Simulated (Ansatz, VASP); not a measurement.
## Two plane-wave programs on GdRe3

INCAR

```
SYSTEM = GdRe3
PREC = Accurate ; ENCUT = 520
EDIFF = 1E-6 ; ISMEAR = 0
SIGMA = 0.05 ; LREAL = .False.
LASPH = .True. ; NELM = 150
ALGO = Normal ; ISIF = 2
LWAVE = .False. ; LCHARG = .True.
ISPIN = 2 ; MAGMOM = 7.55 0 0 0
LORBIT = 11 ; LMAXMIX = 6
GGA = PE ; LELF = .True.
LVHAR = .True. ; NBANDS = 32
```

Contents of KPOINTS:

```
Automatic mesh
0
Gamma
  8 8 8
  0 0 0
```

The input POSCAR:

```
GdRe3
1.0
    4.1203672966      0.0000000000      0.0000000000
    0.0000000000      4.1203672966      0.0000000000
    0.0000000000      0.0000000000      4.1203672966
Gd Re
1 3
Direct
    0.0000000000      0.0000000000      0.0000000000
    0.0000000000      0.5000000000      0.5000000000
    0.5000000000      0.5000000000      0.0000000000
    0.5000000000      0.0000000000      0.5000000000
```

Input for Ansatz:

```yaml
crystal:
  lattice:
    - [4.1203672966, 0.0, 0.0]
    - [0.0, 4.1203672966, 0.0]
    - [0.0, 0.0, 4.1203672966]
  atoms:
    - { symbol: Gd, position: [0.0, 0.0, 0.0], spin: 7.55 }
    - { symbol: Re, position: [0.0, 0.5, 0.5] }
    - { symbol: Re, position: [0.5, 0.5, 0.0] }
    - { symbol: Re, position: [0.5, 0.0, 0.5] }
basis:
  ecutwfc: 420
  ecutrho_ratio: 4
kpoints:
  mp_grid: { grid: [8, 8, 8] }
hamiltonian:
  xc: pbe
scf:
  occupations: { method: gaussian, width: 0.05 }
output:
  forces: true
  stress: true
  eigenvalues: true
  populations: true
magnetization:
  spin_polarized: true
```

Alike in both runs: task single point; functional PBE; k mesh 8 × 8 × 8; occupations gaussian, width 0.05 eV; collinear spin.

|  | VASP | Ansatz |
| --- | --- | --- |
| version | VASP 6.6.1 | Ansatz 0.2.0 |
| potentials or method | VASP PAW PBE potentials, release 64 (Gd, Re), cutoff 520 eV | scalar-relativistic, plane waves, PAW |
| valence electrons in the cell | 39 | 63 |

|  | VASP | Ansatz | Ansatz less VASP |
| --- | --- | --- | --- |
| gap on the k mesh at the Fermi level (eV) | none | none | - |
| pressure (GPa) | 0.0 | 0.0 | 0.00 |
| net moment per atom (μB) | 1.71 | 1.71 | -0.001 |
| size of the moment on the site where the two differ most (μB) | 6.74 | 6.87 | +0.137 |

Site moments also hang on the region over which each program counts them. A gap of «none» marks a metal or a gap that the smearing closes. VASP's potentials hold 39 valence electrons a cell and Ansatz's 63, so a difference there can come from the potentials and not from the codes.

Spin-orbit coupling is off throughout.
